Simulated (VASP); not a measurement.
**SnO: single point with PBE**

The system is SnO.

```
CELL_PARAMETERS angstrom
3.97053 0.00000 0.00000
0.00000 3.97053 0.00000
0.00000 0.00000 5.06794
ATOMIC_POSITIONS crystal
Sn 0.00000 0.50000 0.22869
Sn 0.50000 0.00000 0.77131
O 0.00000 0.00000 0.00000
O 0.50000 0.50000 0.00000
```

This cell differs from its parent crystal: atoms displaced along a vibrational mode, the cell strained.

```
Program             : VASP 6.6.1
Task                : single point
Functional          : PBE
Potentials or basis : VASP PAW PBE potentials, release 64 (Sn_d, O_h)
Cutoff              : 910 eV
k mesh              : 10 × 10 × 8
Occupations         : gaussian, width 0.05 eV
Spin                : no spin polarisation
```

The pressure is -4.1 GPa. The largest force is 0.448 eV/Å. The band gap on the k mesh is 0.74 eV (least direct gap 1.87 eV).

Forces in eV/Å, atoms in the order of the input:
```
Sn   0.000  0.000 -0.448
Sn   0.000  0.000  0.448
O    0.000  0.000  0.000
O    0.000  0.000  0.000
```

Stress tensor (GPa, compression positive):
```
-4.92  0.00  0.00
 0.00 -4.92  0.00
 0.00  0.00 -2.39
```

Levels at points of the mesh, in eV from the valence-band top:
```
           k point  band 18  band 19  band 20  band 21  band 22  band 23
(0.00, 0.00, 0.00)    -2.52    -2.52    -0.01     1.86     4.24     4.90
(0.50, 0.00, 0.00)    -3.99    -1.97    -1.97     3.13     3.13     5.57
(0.50, 0.50, 0.00)    -1.91    -1.53    -1.53     0.74     0.74     4.78
(0.00, 0.00, 0.50)    -2.54    -2.54    -1.47     1.68     3.39     3.39
(0.50, 0.00, 0.50)    -3.97    -1.24    -1.24     2.62     2.62     5.47
(0.50, 0.50, 0.50)    -2.14    -1.91    -1.91     2.85     2.85     3.84
```

Wall time 7.4 min on 1 thread of Intel(R) Xeon(R) Platinum 8259CL CPU @ 2.50GHz (Skylake/Cascade Lake) (shared host), peak memory 0.57 GiB.

Caveat: the cell differs from its parent crystal (atoms displaced along a vibrational mode, the cell strained); the cutoff is under 1.25 times the usual one of these potentials, so pressure, stress and relaxed cells hold a basis-set (Pulay) error; the cell stands under tension; spin-orbit coupling is left out, which moves the levels of the heavy elements. A k mesh can miss the band edges.
